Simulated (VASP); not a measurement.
**Cu: single point with PBE**

Crystal: Cu.

```
Cu
1.0
     4.41727    0.00000    0.00000
     0.00000    6.24696    0.00000
    -2.20863    0.00000    1.29316
Cu
3
Direct
  0.00000 0.00000 0.00000
  0.33333 0.66667 0.00000
  0.66667 0.33333 0.00000
```

* Program: VASP 6.6.1
* Task: single point
* Functional: PBE
* Potentials or basis: VASP PAW PBE potentials, release 64 (Cu)
* Cutoff: 520 eV
* k mesh: 8 × 6 × 26
* Occupations: gaussian, width 0.1 eV
* Spin: no spin polarisation
* Dipole correction: no
* Further INCAR settings: ALGO = Fast; EDIFF = 1e-07; NBANDS = 24; ISYM = 0

```
Pressure               : 1.2 GPa
Band gap on the k mesh : zero (an odd number of electrons rules out a gap without spin polarisation)
```

Stress tensor (GPa, compression positive):
```
 1.66 -0.35 -0.15
-0.35  1.85 -0.01
-0.15 -0.01  0.07
```

Levels at points of the mesh, in eV from the Fermi level:
| k point | band 15 | band 16 | band 17 | band 18 | band 19 | band 20 |
| --- | --- | --- | --- | --- | --- | --- |
| (0.00, 0.00, 0.00) | -1.91 | -1.91 | -1.89 | -1.89 | 8.71 | 8.71 |
| (0.50, 0.00, 0.00) | -1.48 | 0.42 | 0.42 | 1.46 | 4.92 | 4.92 |
| (0.00, 0.50, 0.00) | -2.21 | -1.63 | -1.62 | -0.92 | 3.82 | 16.79 |
| (0.50, 0.50, 0.00) | -1.58 | -1.04 | 1.15 | 1.15 | 3.63 | 8.91 |
| (0.00, 0.00, 0.50) | -1.49 | 0.52 | 0.52 | 1.60 | 5.10 | 5.10 |
| (0.50, 0.00, 0.50) | -1.48 | 0.42 | 0.42 | 1.46 | 4.92 | 4.92 |
| (0.00, 0.50, 0.50) | -1.56 | -0.92 | 1.28 | 1.28 | 3.82 | 9.07 |
| (0.50, 0.50, 0.50) | -1.58 | -1.04 | 1.15 | 1.15 | 3.63 | 8.91 |

Wall time 5.2 min on 1 thread of Intel(R) Xeon(R) 6975P-C (Granite Rapids), with other jobs on the host, peak memory 0.5 GiB.
